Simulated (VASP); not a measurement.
# Be (Fm-3m) in VASP: further runs

Runs on Be. Level: PBE. Tasks: single point.

Everything below comes from runs of VASP 6.6.1. Logs are shortened: lines on timing, memory, paths and dates and some standing lists are left out, and cuts for length are marked.

**1. The cell of the first run**

It takes space group Fm-3m (No. 225, cubic). The conventional cell has a = 3.125 Å, b = 3.125 Å, c = 3.125 Å, α = 90.00°, β = 90.00°, γ = 90.00°. Be (site symmetry m-3m) has 12 Be at 2.21 Å within 2.9 Å.

**2. Single point, PBE (volume scaled by 0.97)**

The input, INCAR:

```
ALGO = Normal
EDIFF = 1E-6
ENCUT = 520
GGA = PE
ISIF = 2
ISMEAR = 0
LASPH = True
LCHARG = False
LREAL = False
LWAVE = False
NBANDS = 7
NELM = 80
PREC = Accurate
SIGMA = 0.1
```

The input, KPOINTS:

```
k-points
0
Gamma
  30 30 30
```

The input, POSCAR:

```
Be
1.0
    0.0000000000      1.5626353330      1.5626353330
    1.5626353330      0.0000000000      1.5626353330
    1.5626353330      1.5626353330      0.0000000000
Be
1
Direct
    0.0000000000      0.0000000000      0.0000000000
```

Potentials or basis: VASP PAW PBE potentials, release 64 (Be).

The run is started by

```sh
> cat potpaw_PBE.64/Be/POTCAR > POTCAR
> mpirun -np 1 vasp_std > vasp.out
```

OUTCAR:

```text
EDIFF = 1E-6
   ENCUT = 520
   GGA = PE
   ISIF = 2
   ISMEAR = 0
   LASPH = True
   LREAL = False
   NELM = 80
   PREC = Accurate

 ion  position               nearest neighbor table
   1  0.000  0.000  0.000-

  LATTYP: Found a face centered cubic cell.
 ALAT       =     3.1252706660

  Lattice vectors:

 A1 = (   0.0000000000,   1.5626353330,   1.5626353330)
 A2 = (   1.5626353330,   0.0000000000,   1.5626353330)
 A3 = (   1.5626353330,   1.5626353330,   0.0000000000)

Analysis of symmetry for initial positions (statically):
=====================================================================
 Subroutine PRICEL returns:
 Original cell was already a primitive cell.

 Routine SETGRP: Setting up the symmetry group for a
 face centered cubic supercell.

 Subroutine GETGRP returns: Found 48 space group operations
[... 9 lines left out ...]

 Routine SETGRP: Setting up the symmetry group for a
 face centered cubic supercell.

 Subroutine GETGRP returns: Found 48 space group operations
[... 11 lines left out ...]
                                     Primitive cell

  volume of cell :       7.6314

  direct lattice vectors                    reciprocal lattice vectors
     0.000000000  1.562635333  1.562635333    -0.319972286  0.319972286  0.319972286
     1.562635333  0.000000000  1.562635333     0.319972286 -0.319972286  0.319972286
     1.562635333  1.562635333  0.000000000     0.319972286  0.319972286 -0.319972286

  length of vectors
     2.209900081  2.209900081  2.209900081     0.554208257  0.554208257  0.554208257

  position of ions in fractional coordinates (direct lattice)
     0.000000000  0.000000000  0.000000000

  ion indices of the primitive-cell ions
   primitive index   ion index
                 1           1

----------------------------------------------------------------------------------------

 KPOINTS: k-points

Automatic generation of k-mesh.
 Grid dimensions read from file:
 generate k-points for:   30   30   30

 Generating k-lattice:

  Cartesian coordinates                     Fractional coordinates (reciprocal lattice)
    -0.010665743  0.010665743  0.010665743     0.033333333  0.000000000  0.000000000
     0.010665743 -0.010665743  0.010665743     0.000000000  0.033333333  0.000000000
     0.010665743  0.010665743 -0.010665743     0.000000000  0.000000000  0.033333333

  Length of vectors
     0.018473609  0.018473609  0.018473609

  Shift w.r.t. Gamma in fractional coordinates (k-lattice)
     0.000000000  0.000000000  0.000000000

 Subroutine IBZKPT returns following result:
 ===========================================

 Found    752 irreducible k-points:

 Following reciprocal coordinates:
            Coordinates               Weight
  0.000000  0.000000  0.000000      1.000000
  0.033333  0.000000  0.000000      8.000000
  0.066667  0.000000  0.000000      8.000000
  0.100000  0.000000  0.000000      8.000000
  0.133333  0.000000  0.000000      8.000000
  0.166667  0.000000  0.000000      8.000000
[... 16 lines left out ...]
  0.233333  0.033333  0.000000     24.000000
  0.266667  0.033333  0.000000     24.000000
 [... further k-points ...]
   k-points           NKPTS =    752   k-points in BZ     NKDIM =    752   number of bands    NBANDS=      7
   number of dos      NEDOS =    301   number of ions     NIONS =      1
   total plane-waves  NPLWV =   4096
   dimension x,y,z NGX =    16 NGY =   16 NGZ =   16
   dimension x,y,z NGXF=    32 NGYF=   32 NGZF=   32
   ions per type =               1
   NGX,Y,Z   is equivalent  to a cutoff of  12.04, 12.04, 12.04 a.u.
   NGXF,Y,Z  is equivalent  to a cutoff of  24.07, 24.07, 24.07 a.u.
 SYSTEM =  unknown system
   PREC   = accura    normal or accurate (medium, high low for compatibility)
   ISTART =      0    job   : 0-new  1-cont  2-samecut
   ICHARG =      2    charge: 1-file 2-atom 10-const
   ISPIN  =      1    spin polarized calculation?
   LNONCOLLINEAR =      F non collinear calculations
   LSORBIT =      F    spin-orbit coupling
   LASPH  =      T    aspherical Exc in radial PAW
   ENCUT  =  520.0 eV  38.22 Ry    6.18 a.u.   4.11  4.11  4.11*2*pi/ulx,y,z
   NELM   =     80;   NELMIN=  2; NELMDL= -5     # of ELM steps
   EDIFF  = 0.1E-05   stopping-criterion for ELM
   LREAL  =      F    real-space projection
   EDIFFG = 0.1E-04   stopping-criterion for IOM
   NSW    =      0    number of steps for IOM
   IBRION =     -1    ionic relax: 0-MD 1-quasi-New 2-CG
   NFREE  =      0    steps in history (QN), initial steepest desc. (CG)
   ISIF   =      2    stress and relaxation
   ISYM   =      2    0-nonsym 1-usesym 2-fastsym
   POTIM  = 0.5000    time-step for ionic-motion
   TEBEG  =    0.0;   TEEND  =   0.0 temperature during run
   PSTRESS=    0.0 pullay stress
   NELECT =       2.0000    total number of electrons
   NUPDOWN=      -1.0000    fix difference up-down
   EMIN   =  10.00;   EMAX   =-10.00  energy-range for DOS
   EFERMI =   0.00;   METHOD = LEGACY
   ISMEAR =     0;   SIGMA  =   0.10  broadening in eV -4-tet -1-fermi 0-gaus
   EFERMI_NEDOS =   21; number of points for ismear=-14 and -15
   IALGO  =     38    algorithm
   IMIX   =      4    mixing-type and parameters
     AMIX     =   0.40;   BMIX     =  1.00
     AMIX_MAG =   1.60;   BMIX_MAG =  1.00
  volume/ion in A,a.u.               =       7.63        51.50
  Fermi-wavevector in a.u.,A,eV,Ry     =   1.047652  1.979776 14.933421  1.097575
  Thomas-Fermi vector in A             =   2.182541
   LORBIT       =      0    0 simple, 1 ext, 2 COOP (PROOUT), +10 PAW based schemes
   GGA     = PE    functional components
   LHFCALC =     F    Hartree Fock is set to
   AEXX    =    0.0000 exact exchange contribution
   IVDW    =     0    specifies the selected vdW correction
   LEPSILON=     F    determine dielectric tensor
   LRPA    =     F    only Hartree local field effects (RPA)
 non-spin polarized calculation
 Gauss-broadening in eV      SIGMA  =   0.10
  energy-cutoff  :      520.00
  volume of cell :        7.63
 maximum number of plane-waves:       214
   NGX =  9   NGY =  9   NGZ =  9

 number of electron       2.0000000 magnetization

 Free energy of the ion-electron system (eV)
  ---------------------------------------------------
  ext. energy  EPLUGINS =         0.00000000
  ---------------------------------------------------
  free energy    TOTEN  =        -3.68316095 eV

  energy without entropy =       -3.68287109  energy(sigma->0) =       -3.68301602

 E-fermi :   7.8618     XC(G=0): -10.7269

 val. band max:        7.8543480020   @ k =  -0.3667   0.3333   0.0000
 cond. band min:       7.9304048047   @ k =   0.5000   0.0000   0.0000
 fundamental gap:      0.0760568027
 Fermi energy:         7.8617598174

 k-point     1 :       0.0000    0.0000    0.0000
  band No.  band energies     occupation
      1      -4.2313      2.00000
      2      27.7650      0.00000
      3      27.7650      0.00000
      4      27.7650      0.00000
      5      37.5202      0.00000
      6      37.5202      0.00000
      7      37.5202      0.00000

 k-point     2 :       0.0333    0.0000    0.0000
  band No.  band energies     occupation
      1      -4.1940      2.00000
      2      27.4529      0.00000
      3      27.6975      0.00000
      4      27.6975      0.00000
      5      36.8834      0.00000
      6      37.6497      0.00000
      7      37.6497      0.00000

 k-point     3 :       0.0667    0.0000    0.0000
  band No.  band energies     occupation
      1      -4.0822      2.00000
      2      26.5560      0.00000
      3      27.5080      0.00000
      4      27.5080      0.00000
      5      36.1260      0.00000
      6      38.0139      0.00000
      7      38.0139      0.00000

 k-point     4 :       0.1000    0.0000    0.0000
  band No.  band energies     occupation
      1      -3.8958      2.00000
      2      25.2009      0.00000
      3      27.2294      0.00000
      4      27.2294      0.00000
      5      35.7466      0.00000
      6      38.5376      0.00000
      7      38.5376      0.00000

 k-point     5 :       0.1333    0.0000    0.0000
  band No.  band energies     occupation
      1      -3.6350      2.00000
      2      23.5601      0.00000
      3      26.8998      0.00000
      4      26.8998      0.00000
      5      35.7077      0.00000
      6      39.0775      0.00000
      7      39.0775      0.00000

 k-point     6 :       0.1667    0.0000    0.0000
  band No.  band energies     occupation
      1      -3.2998      2.00000
      2      21.7782      0.00000
      3      26.5525      0.00000
      4      26.5525      0.00000
      5      35.9133      0.00000
      6      39.3834      0.00000
      7      39.3834      0.00000

 k-point     7 :       0.2000    0.0000    0.0000
  band No.  band energies     occupation
      1      -2.8909      2.00000
      2      19.9494      0.00000
      3      26.2121      0.00000
      4      26.2121      0.00000
      5      36.2824      0.00000
      6      39.2083      0.00000
      7      39.2083      0.00000
[... 121 lines left out ...]
 k-point    20 :       0.1333    0.0333    0.0000
  band No.  band energies     occupation
      1      -3.6969      2.00000
      2      24.1178      0.00000
      3      26.3644      0.00000
      4      27.4497      0.00000
      5      35.1778      0.00000
      6      38.9209      0.00000
      7      39.6025      0.00000

 k-point    21 :       0.1667    0.0333    0.0000
  band No.  band energies     occupation
      1      -3.3863      2.00000
      2      22.3822      0.00000
      3      25.9657      0.00000
      4      27.1749      0.00000
      5      35.3653      0.00000
      6      39.1015      0.00000
      7      40.0564      0.00000

 k-point    22 :       0.2000    0.0333    0.0000
  band No.  band energies     occupation
      1      -3.0017      2.00000
      2      20.5684      0.00000
      3      25.5944      0.00000
      4      26.8647      0.00000
      5      35.6892      0.00000
      6      38.7525      0.00000
      7      40.0832      0.00000

 k-point    23 :       0.2333    0.0333    0.0000
  band No.  band energies     occupation
      1      -2.5438      2.00000
      2      18.7463      0.00000
      3      25.2646      0.00000
      4      26.5440      0.00000
      5      35.9877      0.00000
      6      38.1879      0.00000
      7      39.6345      0.00000

 k-point    24 :       0.2667    0.0333    0.0000
  band No.  band energies     occupation
      1      -2.0143      2.00000
      2      16.9586      0.00000
      3      24.9852      0.00000
      4      26.2293      0.00000
      5      35.9449      0.00000
      6      37.9889      0.00000
      7      38.9135      0.00000

 [... further k-points ...]
[... 5 lines left out ...]
  --------------------------------------------------------------------------------------
  -------------------------------------------------------------------------------------
  Total        0.1886608      0.1886608      0.1886608      0.0000000      0.0000000      0.0000000
  in kB       39.6085827     39.6085827     39.6085827      0.0000000      0.0000000      0.0000000
  external PRESSURE =      39.6085827 kB  Pullay stress =       0.0000000 kB

 VOLUME and BASIS-vectors are now :
 -----------------------------------------------------------------------------
  energy-cutoff  :      520.00
  volume of cell :        7.63
      direct lattice vectors                 reciprocal lattice vectors
     0.000000000  1.562635333  1.562635333    -0.319972286  0.319972286  0.319972286
     1.562635333  0.000000000  1.562635333     0.319972286 -0.319972286  0.319972286
     1.562635333  1.562635333  0.000000000     0.319972286  0.319972286 -0.319972286

 POSITION                                       TOTAL-FORCE (eV/Angst)
 -----------------------------------------------------------------------------------
      0.00000      0.00000      0.00000         0.000000      0.000000      0.000000
 -----------------------------------------------------------------------------------
    total drift:                                0.000000     -0.000000     -0.000000

  FREE ENERGIE OF THE ION-ELECTRON SYSTEM (eV)
  ---------------------------------------------------
  free  energy   TOTEN  =        -3.6831609536 eV

  energy  without entropy=       -3.6828710949  energy(sigma->0) =       -3.68301602
```

It took 13 s on 1 thread of AMD EPYC 9R45 (Zen 5), shared host; peak memory 0.1 GiB.

What came out:

```
Free energy            : -3.6832 eV
Pressure               : 4.0 GPa
Band gap on the k mesh : zero (band 1 reaches 8.46 eV, above the bottom of band 2 at 7.74 eV)
```

Caveat: the cell differs from its parent crystal (volume scaled by 0.97).

**3. Single point, PBE**

This run uses another cell than the first one, of 7.87 Å³/atom, 1.031 times its volume.

The input, INCAR:

```
SYSTEM = Be
  PREC = Accurate
  ENCUT = 520
  EDIFF = 1E-6
  ISMEAR = 0
  SIGMA = 0.1
  LREAL = .False.
  LASPH = .True.
  NELM = 80
  ALGO = Fast
  ISIF = 2
  LWAVE = .False.
  LCHARG = .False.
  GGA = PE
  NBANDS = 7
```

The input, KPOINTS:

```
regular mesh
0
Gamma
  30 30 30
  0 0 0
```

The input, POSCAR:

```
Be
1.0
    0.0000000000      1.5785816929      1.5785816929
    1.5785816929      0.0000000000      1.5785816929
    1.5785816929      1.5785816929      0.0000000000
Be
1
Direct
    0.0000000000      0.0000000000      0.0000000000
```

Potentials or basis: VASP PAW PBE potentials, release 64 (Be).

The run is started by

```sh
> cat potpaw_PBE.64/Be/POTCAR > POTCAR
> mpirun -np 1 vasp_std > vasp.out
```

OUTCAR:

```text
SYSTEM = Be
   PREC = Accurate
   ENCUT = 520
   EDIFF = 1E-6
   ISMEAR = 0
   LREAL = .False.
   LASPH = .True.
   NELM = 80
   ISIF = 2
   GGA = PE

 ion  position               nearest neighbor table
   1  0.000  0.000  0.000-

  LATTYP: Found a face centered cubic cell.
 ALAT       =     3.1571633858

  Lattice vectors:

 A1 = (   0.0000000000,   1.5785816929,   1.5785816929)
 A2 = (   1.5785816929,   0.0000000000,   1.5785816929)
 A3 = (   1.5785816929,   1.5785816929,   0.0000000000)

Analysis of symmetry for initial positions (statically):
=====================================================================
 Subroutine PRICEL returns:
 Original cell was already a primitive cell.

 Routine SETGRP: Setting up the symmetry group for a
 face centered cubic supercell.

 Subroutine GETGRP returns: Found 48 space group operations
[... 9 lines left out ...]

 Routine SETGRP: Setting up the symmetry group for a
 face centered cubic supercell.

 Subroutine GETGRP returns: Found 48 space group operations
[... 11 lines left out ...]
                                     Primitive cell

  volume of cell :       7.8674

[... 131 lines left out ...]
  ---------------------------------------------------
  free energy    TOTEN  =        -3.68610011 eV

  energy without entropy =       -3.68562531  energy(sigma->0) =       -3.68586271

 E-fermi :   7.5784     XC(G=0): -10.6263

 val. band max:        7.5770081330   @ k =   0.5000   0.0000   0.0000
 cond. band min:       7.5937006734   @ k =  -0.3667   0.3333   0.0000
 fundamental gap:      0.0166925403
 Fermi energy:         7.5784446034

 k-point     1 :       0.0000    0.0000    0.0000
  band No.  band energies     occupation
      1      -4.3169      2.00000
      2      27.0165      0.00000
      3      27.0165      0.00000
      4      27.0165      0.00000
      5      36.6924      0.00000
      6      36.6924      0.00000
      7      36.6924      0.00000
[... 221 lines left out ...]
 k-point    24 :       0.2667    0.0333    0.0000
  band No.  band energies     occupation
      1      -2.1241      2.00000
      2      16.4753      0.00000
      3      24.3174      0.00000
      4      25.5203      0.00000
      5      35.1352      0.00000
      6      37.1020      0.00000
      7      38.0419      0.00000

 [... further k-points ...]
[... 5 lines left out ...]
  --------------------------------------------------------------------------------------
  -------------------------------------------------------------------------------------
  Total        0.0054147      0.0054147      0.0054147      0.0000000     -0.0000000      0.0000000
  in kB        1.1026948      1.1026948      1.1026948      0.0000000     -0.0000000      0.0000000
  external PRESSURE =       1.1026948 kB  Pullay stress =       0.0000000 kB

 VOLUME and BASIS-vectors are now :
 -----------------------------------------------------------------------------
  energy-cutoff  :      520.00
  volume of cell :        7.87
      direct lattice vectors                 reciprocal lattice vectors
     0.000000000  1.578581693  1.578581693    -0.316740022  0.316740022  0.316740022
     1.578581693  0.000000000  1.578581693     0.316740022 -0.316740022  0.316740022
     1.578581693  1.578581693  0.000000000     0.316740022  0.316740022 -0.316740022

 POSITION                                       TOTAL-FORCE (eV/Angst)
 -----------------------------------------------------------------------------------
      0.00000      0.00000      0.00000         0.000000      0.000000     -0.000000
 -----------------------------------------------------------------------------------
    total drift:                                0.000000     -0.000000      0.000000

  FREE ENERGIE OF THE ION-ELECTRON SYSTEM (eV)
  ---------------------------------------------------
  free  energy   TOTEN  =        -3.6861001148 eV

  energy  without entropy=       -3.6856253143  energy(sigma->0) =       -3.68586271
```

stdout:

```text
POSCAR found type information on POSCAR Be
 POSCAR found :  1 types and       1 ions
 scaLAPACK will be used
 LDA part: xc-table for (Slater+PW92), standard interpolation
 POSCAR, INCAR and KPOINTS ok, starting setup
 FFT: planning ... GRIDC
 FFT: planning ... GRID_SOFT
 FFT: planning ... GRID
 WAVECAR not read
 entering main loop
```

Wall time 24 s (1 thread of AMD EPYC 9R45 (Zen 5), shared host); peak memory 0.11 GiB.

What came out:

```
Free energy            : -3.6861 eV
Pressure               : 0.1 GPa
Band gap on the k mesh : zero (band 1 reaches 8.19 eV, above the bottom of band 2 at 7.49 eV)
```

(Part 1 of 2 ends here.)
